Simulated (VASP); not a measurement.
Input of a VASP 6.6.1 run:

Contents of INCAR:

```
SYSTEM = Ga2O3
PREC = Accurate
ENCUT = 520
EDIFF = 1E-6
ISMEAR = 0
SIGMA = 0.01
LREAL = .False.
LASPH = .True.
NELM = 60
ALGO = Normal
ISIF = 2
LWAVE = .False.
LCHARG = .True.
GGA = PE
LELF = .True.
LVHAR = .True.
NBANDS = 30
```

Contents of KPOINTS:

```
Automatic mesh
0
Gamma
  12 12 4
  0 0 0
```

File POSCAR:

```
Ga2O3
1.0
    2.9909461137      0.0000000000      0.0000000000
   -1.4954730568      2.5902353158      0.0000000000
    0.0000000000      0.0000000000      6.8457864116
Ga O
2 3
Direct
    0.3333333333      0.6666666667      0.2039202181
    0.6666666667      0.3333333333      0.7960797819
    0.0000000000      0.0000000000      0.0000000000
    0.3333333333      0.6666666667      0.6915979171
    0.6666666667      0.3333333333      0.3084020829
```

Potentials or basis: VASP PAW PBE potentials, release 64 (Ga_d, O).

The run is started by

```bash
$ cat potpaw_PBE.64/Ga_d/POTCAR potpaw_PBE.64/O/POTCAR > POTCAR
$ mpirun -np 1 vasp_std > vasp.out
```

Q: Predict the band gap on the k mesh.

A: 2.49 eV, direct.

Q: Estimate the largest force.

A: 0.481 eV/Å.

Stress tensor (GPa, compression positive):
```
10.08  0.00  0.00
 0.00 10.08  0.00
 0.00  0.00  6.84
```

A k mesh can miss the band edges. Expect the measured gap to be larger: semilocal functionals such as PBE lack the derivative discontinuity.
